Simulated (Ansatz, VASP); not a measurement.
# Two plane-wave programs on Mo

```
Mo
1.0
    -1.58381    1.58381    1.58381
     1.58381   -1.58381    1.58381
     1.58381    1.58381   -1.58381
Mo
1
Direct
  0.00000 0.00000 0.00000
```

Alike in both runs: task relaxation of cell and atoms; functional PBE; k mesh 18 × 18 × 18; occupations gaussian, width 0.1 eV; no spin polarisation.

|  | VASP | Ansatz |
| --- | --- | --- |
| version | VASP 6.6.1 | Ansatz 0.2.0 |
| potentials or method | VASP PAW PBE potentials, release 64 (Mo_sv), cutoff 600 eV | scalar-relativistic, plane waves, PAW |
| valence electrons in the cell | 14 | 14 |

|  | VASP | Ansatz | Ansatz less VASP |
| --- | --- | --- | --- |
| gap on the k mesh at the Fermi level, each at its own relaxed structure (eV) | none | none | - |
| relaxed volume (Å³/atom) | 15.81 | 15.78 | -0.024 |
| relaxed cell length with the largest relative difference (Å) | 2.738 | 2.737 | -0.0014 |

A gap of «none» marks a metal or a gap that the smearing closes.
